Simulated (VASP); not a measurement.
PbS, a slab with vacuum:

```
CELL_PARAMETERS angstrom
2.96468 -2.96468 -0.00001
2.96468 2.96468 -0.00001
-2.08561 0.00000 22.16129
ATOMIC_POSITIONS crystal
Pb 0.73732 0.71713 0.93524
Pb 0.28287 0.26268 0.06476
S 0.24081 0.22040 0.94488
S 0.77960 0.75919 0.05512
```

Base run:

| Property | Result |
| --- | --- |
| Program | VASP 6.6.1 |
| Functional | PBE |
| Potentials or basis | VASP PAW PBE potentials, release 64 (Pb_d, S) |
| Cutoff | 520 eV |
| k mesh | 6 × 6 × 2 |
| Occupations | gaussian, width 0.01 eV |
| Spin | no spin polarisation |

Its results: band gap on the k mesh 2.00 eV (least direct gap 2.07 eV); largest force 0.211 eV/Å.

Task: The run is repeated on the same cell with these changes: functional from PBE to r2SCAN. What comes out?

Result: Band gap on the k mesh 2.33 eV (least direct gap 2.42 eV); largest force 0.047 eV/Å.

Caveats: there is no dipole correction, which matters where the two faces differ; spin-orbit coupling is left out, which moves the levels of the heavy elements; the PAW data sets were made with another functional, which shifts forces and pressure a little (at least some runs).

A k mesh can miss the band edges.
